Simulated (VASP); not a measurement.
Set up this calculation in VASP 6.6.1, as the native input.

* Task: single point
* Functional: RPBE
* Potentials or basis: VASP PAW PBE potentials, release 64 (Pt)
* Cutoff: 520 eV
* k mesh: 11 × 11 × 11
* Occupations: fermi-dirac, width 0.1 eV
* Spin: no spin polarisation
* Dipole correction: no
* Further INCAR settings: ALGO = Normal; EDIFF = 1e-07; NBANDS = 17

The structure of Pt lies in POSCAR:

```
Pt
1.0
    0.0000000000      2.9146695910      2.9146695910
    2.9146695910      0.0000000000      2.9146695910
    2.9146695910      2.9146695910      0.0000000000
Pt
2
Direct
    0.1250000000      0.1250000000      0.1250000000
    0.8750000000      0.8750000000      0.8750000000
```

One way to write it, as run:

INCAR

```
SYSTEM = Pt
PREC = Accurate ; ENCUT = 520
EDIFF = 1E-7 ; ISMEAR = -1
SIGMA = 0.1 ; LREAL = .False.
LASPH = .True. ; NELM = 60
ALGO = Normal ; ISIF = 2
LWAVE = .False. ; LCHARG = .False.
GGA = RP ; NBANDS = 17
```

KPOINTS

```
regular mesh
0
Gamma
  11 11 11
  0 0 0
```

Potentials or basis: VASP PAW PBE potentials, release 64 (Pt).

Run with:

```bash
$ cat potpaw_PBE.64/Pt/POTCAR > POTCAR
$ mpirun -np 1 vasp_std > vasp.out
```

It gave:

```yaml
Pressure: -0.3 GPa
Band_gap_on_the_k_mesh: zero (band 10 reaches 5.01 eV, above the bottom of band 11 at 4.44 eV)
```

Caveat: the PAW data sets were made with another functional, which shifts forces and pressure a little; spin-orbit coupling is left out, which moves the levels of the heavy elements.

Wall time 37 s on 1 thread of Intel(R) Xeon(R) Platinum 8488C (Sapphire Rapids), on a shared host, peak memory 0.19 GiB.
